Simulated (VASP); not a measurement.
# CuO (C2/c) in VASP: further runs

Runs on CuO. Level: revPBE+D3(BJ). Tasks: single point.

Everything below comes from runs of VASP 6.6.1. Logs are shortened: lines on timing, memory, paths and dates and some standing lists are left out, and cuts for length are marked.

## (1) The cell of the first run

The structure is monoclinic, space group C2/c (No. 15). The conventional cell has a = 4.745 Å, b = 3.468 Å, c = 5.196 Å, α = 90.00°, β = 99.54°, γ = 90.00°. Cu (site symmetry -1) has 4 O at 1.98 to 1.99 Å within 2.6 Å. Within 2.7 Å of O (site symmetry 2) lie 4 Cu at 1.98 to 1.99 Å and 2 O at 2.66 Å.

## (2) Single point, revPBE+D3(BJ)

The input, INCAR:

```
  ALGO = Normal
  EDIFF = 1E-6
  ENCUT = 520
  GGA = RE
  ISIF = 2
  ISMEAR = -1
  IVDW = 12
  LASPH = T
  LCHARG = F
  LREAL = F
  LWAVE = F
  NBANDS = 25
  NELM = 100
  PREC = Accurate
  SIGMA = 0.05
```

The input, KPOINTS:

```
k-points
0
Gamma
  10 10 5
```

The input, POSCAR:

```
CuO
1.0
    2.3726673498     -1.7338196878      0.0000000000
    2.3726673498      1.7338196878      0.0000000000
   -0.8612132810      0.0000000000      5.1244279405
Cu O
2 2
Direct
    0.5000000000      0.0000000000      0.5000000000
    0.0000000000      0.5000000000      0.0000000000
    0.4184000000      0.5816000000      0.7500000000
    0.5816000000      0.4184000000      0.2500000000
```

Potentials or basis: VASP PAW PBE potentials, release 64 (Cu, O).

Run with:

```console
$ cat potpaw_PBE.64/Cu/POTCAR potpaw_PBE.64/O/POTCAR > POTCAR
$ mpirun -np 1 vasp_std > vasp.out
```

OUTCAR:

```text
EDIFF = 1E-6
   ENCUT = 520
   GGA = RE
   ISIF = 2
   ISMEAR = -1
   IVDW = 12
   LASPH = T
   LREAL = F
   NELM = 100
   PREC = Accurate
 IVDW          = 12

 ion  position               nearest neighbor table
   1  0.500  0.000  0.500-   3 1.98   4 1.98   4 1.99   3 1.99
   2  0.000  0.500  0.000-   4 1.98   3 1.98   4 1.99   3 1.99
   3  0.418  0.582  0.750-   2 1.98   1 1.98   2 1.99   1 1.99
   4  0.582  0.418  0.250-   1 1.98   2 1.98   2 1.99   1 1.99

  LATTYP: Found a base centered monoclinic cell.
 ALAT       =     4.7453346996
 B/A-ratio  =     0.7307470590
 C/A-ratio  =     1.0950317057
 COS(beta)  =    -0.1657361228

  Lattice vectors:

 A1 = (   2.3726673498,  -1.7338196878,   0.0000000000)
 A2 = (   2.3726673498,   1.7338196878,   0.0000000000)
 A3 = (  -0.8612132810,   0.0000000000,   5.1244279405)

Analysis of symmetry for initial positions (statically):
=====================================================================
 Subroutine PRICEL returns:
 Original cell was already a primitive cell.

 Routine SETGRP: Setting up the symmetry group for a
 base centered monoclinic supercell.

 Subroutine GETGRP returns: Found  4 space group operations
 (whereof  2 operations were pure point group operations)
 out of a pool of  4 trial point group operations.

The static configuration has the point symmetry S_2 .
 The point group associated with its full space group is C_2h.

Analysis of symmetry for dynamics (positions and initial velocities):
=====================================================================
 Subroutine PRICEL returns:
 Original cell was already a primitive cell.

 Routine SETGRP: Setting up the symmetry group for a
 base centered monoclinic supercell.

 Subroutine GETGRP returns: Found  4 space group operations
 (whereof  2 operations were pure point group operations)
 out of a pool of  4 trial point group operations.

The dynamic configuration has the point symmetry S_2 .
 The point group associated with its full space group is C_2h.

 Subroutine INISYM returns: Found  4 space group operations
 (whereof  2 operations are pure point group operations),
 and found     1 'primitive' translations

----------------------------------------------------------------------------------------

                                     Primitive cell

  volume of cell :      42.1615

  direct lattice vectors                    reciprocal lattice vectors
     2.372667350 -1.733819688  0.000000000     0.210733291 -0.288380622  0.035415916
     2.372667350  1.733819688  0.000000000     0.210733291  0.288380622  0.035415916
    -0.861213281  0.000000000  5.124427941     0.000000000  0.000000000  0.195143733

  length of vectors
     2.938652933  2.938652933  5.196291950     0.358923655  0.358923655  0.195143733

  position of ions in fractional coordinates (direct lattice)
     0.500000000  0.000000000  0.500000000
     0.000000000  0.500000000  0.000000000
     0.418400000  0.581600000  0.750000000
     0.581600000  0.418400000  0.250000000

  ion indices of the primitive-cell ions
   primitive index   ion index
                 1           1
                 2           2
                 3           3
                 4           4

----------------------------------------------------------------------------------------

 KPOINTS: k-points

Automatic generation of k-mesh.
 Grid dimensions read from file:
 generate k-points for:   10   10    5

 Generating k-lattice:

  Cartesian coordinates                     Fractional coordinates (reciprocal lattice)
     0.021073329 -0.028838062  0.003541592     0.100000000  0.000000000  0.000000000
     0.021073329  0.028838062  0.003541592     0.000000000  0.100000000  0.000000000
     0.000000000  0.000000000  0.039028747     0.000000000  0.000000000  0.200000000

  Length of vectors
     0.035892366  0.035892366  0.039028747

  Shift w.r.t. Gamma in fractional coordinates (k-lattice)
     0.000000000  0.000000000  0.000000000

 Subroutine IBZKPT returns following result:
 ===========================================

 Found    141 irreducible k-points:

 Following reciprocal coordinates:
            Coordinates               Weight
  0.000000  0.000000  0.000000      1.000000
  0.100000  0.000000 -0.000000      4.000000
  0.200000  0.000000 -0.000000      4.000000
  0.300000  0.000000 -0.000000      4.000000
  0.400000  0.000000  0.000000      4.000000
  0.500000  0.000000  0.000000      2.000000
[... 16 lines left out ...]
  0.300000  0.300000 -0.000000      2.000000
  0.400000  0.300000  0.000000      4.000000
 [... further k-points ...]
   k-points           NKPTS =    141   k-points in BZ     NKDIM =    141   number of bands    NBANDS=     25
   number of dos      NEDOS =    301   number of ions     NIONS =      4
   total plane-waves  NPLWV =  23040
   dimension x,y,z NGX =    24 NGY =   24 NGZ =   40
   dimension x,y,z NGXF=    48 NGYF=   48 NGZF=   80
   ions per type =               2   2
   NGX,Y,Z   is equivalent  to a cutoff of  13.58, 13.58, 12.80 a.u.
   NGXF,Y,Z  is equivalent  to a cutoff of  27.15, 27.15, 25.59 a.u.
 SYSTEM =  unknown system
   PREC   = accura    normal or accurate (medium, high low for compatibility)
   ISTART =      0    job   : 0-new  1-cont  2-samecut
   ICHARG =      2    charge: 1-file 2-atom 10-const
   ISPIN  =      1    spin polarized calculation?
   LNONCOLLINEAR =      F non collinear calculations
   LSORBIT =      F    spin-orbit coupling
   LASPH  =      T    aspherical Exc in radial PAW
   ENCUT  =  520.0 eV  38.22 Ry    6.18 a.u.   5.46  5.46  9.66*2*pi/ulx,y,z
   NELM   =    100;   NELMIN=  2; NELMDL= -5     # of ELM steps
   EDIFF  = 0.1E-05   stopping-criterion for ELM
   LREAL  =      F    real-space projection
   EDIFFG = 0.1E-04   stopping-criterion for IOM
   NSW    =      0    number of steps for IOM
   IBRION =     -1    ionic relax: 0-MD 1-quasi-New 2-CG
   NFREE  =      0    steps in history (QN), initial steepest desc. (CG)
   ISIF   =      2    stress and relaxation
   ISYM   =      2    0-nonsym 1-usesym 2-fastsym
   POTIM  = 0.5000    time-step for ionic-motion
   TEBEG  =    0.0;   TEEND  =   0.0 temperature during run
   PSTRESS=    0.0 pullay stress
   NELECT =      34.0000    total number of electrons
   NUPDOWN=      -1.0000    fix difference up-down
   EMIN   =  10.00;   EMAX   =-10.00  energy-range for DOS
   EFERMI =   0.00;   METHOD = LEGACY
   ISMEAR =    -1;   SIGMA  =   0.05  broadening in eV -4-tet -1-fermi 0-gaus
   EFERMI_NEDOS =   21; number of points for ismear=-14 and -15
   IALGO  =     38    algorithm
   IMIX   =      4    mixing-type and parameters
     AMIX     =   0.40;   BMIX     =  1.00
     AMIX_MAG =   1.60;   BMIX_MAG =  1.00
  volume/ion in A,a.u.               =      10.54        71.13
  Fermi-wavevector in a.u.,A,eV,Ry     =   1.523804  2.879572 31.592433  2.321978
  Thomas-Fermi vector in A             =   2.632197
   LORBIT       =      0    0 simple, 1 ext, 2 COOP (PROOUT), +10 PAW based schemes
   GGA     = RE    functional components
   LHFCALC =     F    Hartree Fock is set to
   AEXX    =    0.0000 exact exchange contribution
   IVDW    =    12    specifies the selected vdW correction
   LEPSILON=     F    determine dielectric tensor
   LRPA    =     F    only Hartree local field effects (RPA)
 non-spin polarized calculation
  energy-cutoff  :      520.00
  volume of cell :       42.16
 maximum number of plane-waves:      1159
 NGX is ok and might be reduce to    24
   NGX = 11   NGY = 11   NGZ = 19

 number of electron      34.0000011 magnetization

 Free energy of the ion-electron system (eV)
  ---------------------------------------------------
  ext. energy  EPLUGINS =         0.00000000
  ---------------------------------------------------
  free energy    TOTEN  =       -18.09491759 eV

  energy without entropy =      -18.07505509  energy(sigma->0) =      -18.08498634

 E-fermi :   5.3249     XC(G=0): -11.5352

 val. band max:        5.3218396951   @ k =   0.5000   0.1000   0.2000
 cond. band min:       5.3293718124   @ k =   0.3000   0.2000   0.4000
 fundamental gap:      0.0075321173
 Fermi energy:         5.3248703659

 k-point     1 :       0.0000    0.0000    0.0000
  band No.  band energies     occupation
      1     -14.3153      2.00000
      2     -13.1090      2.00000
      3      -2.4221      2.00000
      4       0.0549      2.00000
      5       0.4381      2.00000
      6       2.2070      2.00000
[... 17 lines left out ...]
     24      21.6150      0.00000
     25      21.8979      0.00000

 k-point     2 :       0.1000    0.0000   -0.0000
  band No.  band energies     occupation
      1     -14.2538      2.00000
      2     -13.0887      2.00000
      3      -2.3166      2.00000
      4       0.0404      2.00000
      5       0.4122      2.00000
      6       1.4716      2.00000
[... 17 lines left out ...]
     24      21.0598      0.00000
     25      21.9954      0.00000

 k-point     3 :       0.2000    0.0000   -0.0000
  band No.  band energies     occupation
      1     -14.0874      2.00000
      2     -13.0352      2.00000
      3      -2.0340      2.00000
      4      -0.0137      2.00000
      5       0.2861      2.00000
      6       0.4996      2.00000
[... 17 lines left out ...]
     24      20.2402      0.00000
     25      21.5358      0.00000

 k-point     4 :       0.3000    0.0000   -0.0000
  band No.  band energies     occupation
      1     -13.8692      2.00000
      2     -12.9680      2.00000
      3      -1.6768      2.00000
      4      -0.6007      2.00000
      5      -0.0797      2.00000
      6       0.4088      2.00000
[... 17 lines left out ...]
     24      19.1272      0.00000
     25      21.1454      0.00000
[... 477 lines left out ...]
 k-point    22 :      -0.2000    0.2000    0.0000
  band No.  band energies     occupation
      1     -13.8190      2.00000
      2     -12.9444      2.00000
      3      -1.5824      2.00000
      4      -0.1434      2.00000
      5      -0.1106      2.00000
      6       0.2113      2.00000
[... 17 lines left out ...]
     24      18.9814      0.00000
     25      19.0393      0.00000

 k-point    23 :       0.3000    0.3000   -0.0000
  band No.  band energies     occupation
      1     -13.5960      2.00000
      2     -12.9174      2.00000
      3      -1.1364      2.00000
      4      -0.6862      2.00000
      5       0.2776      2.00000
      6       0.3257      2.00000
[... 17 lines left out ...]
     24      19.6761      0.00000
     25      20.0993      0.00000

 k-point    24 :       0.4000    0.3000    0.0000
  band No.  band energies     occupation
      1     -13.4279      2.00000
      2     -12.8729      2.00000
      3      -1.1482      2.00000
      4      -0.8578      2.00000
      5       0.0948      2.00000
      6       0.2598      2.00000
[... 17 lines left out ...]
     24      18.4837      0.00000
     25      19.6034      0.00000

 [... further k-points ...]

------------------------ aborting loop because EDIFF is reached ----------------------------------------

 Edisp (eV)   -2.13585

 E8    (eV) :    -1.4057

  FORCE on cell =-STRESS in cart. coord.  units (eV):
  Direction    XX          YY          ZZ          XY          YZ          ZX
  --------------------------------------------------------------------------------------
  -------------------------------------------------------------------------------------
  Total      -1.35242    -0.76126    -1.57734     0.00000     0.00000    -0.18287
  in kB     -51.39315   -28.92865   -59.94035     0.00000     0.00000    -6.94921
  external pressure =      -46.75 kB  Pullay stress =        0.00 kB

 VOLUME and BASIS-vectors are now :
 -----------------------------------------------------------------------------
  energy-cutoff  :      520.00
  volume of cell :       42.16
      direct lattice vectors                 reciprocal lattice vectors
     2.372667350 -1.733819688  0.000000000     0.210733291 -0.288380622  0.035415916
     2.372667350  1.733819688  0.000000000     0.210733291  0.288380622  0.035415916
    -0.861213281  0.000000000  5.124427941     0.000000000  0.000000000  0.195143733

 POSITION                                       TOTAL-FORCE (eV/Angst)
 -----------------------------------------------------------------------------------
      0.75573     -0.86691      2.56221        -0.000000     -0.000000      0.000000
      1.18633      0.86691      0.00000        -0.000000      0.000000      0.000000
      1.72676      0.28296      3.84332        -0.000000     -0.289670      0.000000
      2.15736     -0.28296      1.28111         0.000000      0.289670      0.000000
 -----------------------------------------------------------------------------------
    total drift:                                0.000000      0.000000     -0.000000

  FREE ENERGIE OF THE ION-ELECTRON SYSTEM (eV)
  ---------------------------------------------------
  free  energy   TOTEN  =       -20.2307639708 eV

  energy  without entropy=      -20.2109014673  energy(sigma->0) =      -20.22083272
```

Run time: 2.2 min. Hardware: 1 thread of Intel Xeon 8259CL, shared host; peak memory 0.27 GiB.

What came out:

- Free energy: -20.2308 eV
- Pressure: -4.7 GPa
- Largest force: 0.290 eV/Å
- Band gap on the k mesh: zero (bands 17 and 18 overlap by 0.60 eV)
- Dispersion energy per atom: -0.534 eV

Forces in eV/Å, atoms in the order of the input:
```
Cu   0.000  0.000  0.000
Cu   0.000  0.000  0.000
O    0.000 -0.290  0.000
O    0.000  0.290  0.000
```

Levels at points of the mesh, in eV from the Fermi level:
| k point | band 15 | band 16 | band 17 | band 18 | band 19 | band 20 |
| --- | --- | --- | --- | --- | --- | --- |
| (0.00, 0.00, 0.00) | -2.06 | -1.59 | 0.21 | 0.90 | 1.62 | 6.06 |
| (0.50, 0.00, 0.00) | -1.43 | -1.35 | 0.01 | 0.26 | 4.96 | 6.22 |
| (0.50, 0.50, 0.00) | -1.64 | -1.17 | -0.63 | 1.03 | 3.52 | 7.04 |

Caveat: the cell stands under tension; the PAW data sets were made with another functional, which shifts forces and pressure a little; semilocal functionals often make such compounds metallic where correlation or magnetic order opens a gap, which also shifts bond lengths.

## (3) Single point, revPBE+D3(BJ)

This run uses another cell than the first one, of 10.74 Å³/atom.

The input, INCAR:

```
SYSTEM = CuO
  PREC = Accurate
  ENCUT = 520
  EDIFF = 1E-6
  ISMEAR = -1
  SIGMA = 0.05
  LREAL = .FALSE.
  LASPH = .TRUE.
  NELM = 100
  ALGO = Normal
  ISIF = 2
  LWAVE = .FALSE.
  LCHARG = .TRUE.
  GGA = RE
  IVDW = 12
  LELF = .TRUE.
  LVHAR = .TRUE.
  NBANDS = 25
```

The input, KPOINTS:

```
Automatic mesh
0
G
  10 10 5
  0 0 0
```

The input, POSCAR:

```
CuO
1.0
    2.3877802882     -1.7448634230      0.0000000000
    2.3877802882      1.7448634230      0.0000000000
   -0.8666988638      0.0000000000      5.1570684890
Cu O
2 2
Direct
    0.5000000000      0.0000000000      0.5000000000
    0.0000000000      0.5000000000      0.0000000000
    0.4184000000      0.5816000000      0.7500000000
    0.5816000000      0.4184000000      0.2500000000
```

Potentials or basis: VASP PAW PBE potentials, release 64 (Cu, O).

Run with:

```console
$ cat potpaw_PBE.64/Cu/POTCAR potpaw_PBE.64/O/POTCAR > POTCAR
$ mpirun -np 1 vasp_std > vasp.out
```

It took 2.3 min on 1 thread of Intel Xeon 8259CL, shared host; peak memory 0.26 GiB.

Results (log left out):

```yaml
Free_energy: -20.2010 eV
Pressure: -7.3 GPa
Largest_force: 0.342 eV/Å
Band_gap_on_the_k_mesh: zero (bands 17 and 18 overlap by 0.60 eV)
Dispersion_energy_per_atom: -0.524 eV
```

Forces in eV/Å, atoms in the order of the input:
```
Cu   0.000  0.000  0.000
Cu   0.000  0.000  0.000
O    0.000 -0.342  0.000
O    0.000  0.342  0.000
```

Stress tensor (GPa, compression positive):
```
-7.94  0.00 -0.30
 0.00 -4.93  0.00
-0.30  0.00 -9.16
```

Levels at points of the mesh, in eV from the Fermi level:
```
           k point  band 15  band 16  band 17  band 18  band 19  band 20
(0.00, 0.00, 0.00)    -2.01    -1.55     0.20     0.89     1.56     6.04
(0.50, 0.00, 0.00)    -1.39    -1.32     0.01     0.26     4.96     6.14
(0.50, 0.50, 0.00)    -1.62    -1.14    -0.62     1.01     3.57     6.96
```

Caveat: the cell stands under tension; the PAW data sets were made with another functional, which shifts forces and pressure a little; semilocal functionals often make such compounds metallic where correlation or magnetic order opens a gap, which also shifts bond lengths. With open d or f shells a metallic result of revPBE can be an artefact of self-interaction; +U or a hybrid may open a gap.
